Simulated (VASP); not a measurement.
PbO, 4 atoms in the cell. It takes space group P4/nmm (No. 129, tetragonal). Conventional cell: a = 4.056 Å, b = 4.056 Å, c = 5.434 Å, α = 90.00°, β = 90.00°, γ = 90.00°. Pb (site symmetry 4mm) has 4 O at 2.35 Å within 3.1 Å. Within 3.1 Å of O (site symmetry -4m2) lie 4 Pb at 2.35 Å and 4 O at 2.87 Å. 

- Program: VASP 6.6.1
- Task: single point
- Functional: PBE
- Dispersion: D3(BJ)
- Potentials or basis: VASP PAW PBE potentials, release 64 (Pb_d, O)
- Cutoff: 520 eV
- k mesh: 8 × 8 × 6
- Occupations: gaussian, width 0.02 eV
- Spin: no spin polarisation
- Dipole correction: no
- Further INCAR settings: ALGO = Normal; EDIFF = 1e-06; NBANDS = 28

Potentials or basis: VASP PAW PBE potentials, release 64 (Pb_d, O).

Run with:

```console
$ cat potpaw_PBE.64/Pb_d/POTCAR potpaw_PBE.64/O/POTCAR > POTCAR
$ mpirun -np 1 vasp_std > vasp.out
```

Hardware: 1 thread of Intel Xeon 8259CL, with other jobs on the host.

Question: Estimate the wall time of this run.

Answer: Wall time 3.4 min on 1 thread of Intel Xeon 8259CL, on a shared host, peak memory 0.27 GiB. Counts: scf iterations 14, k points 60.
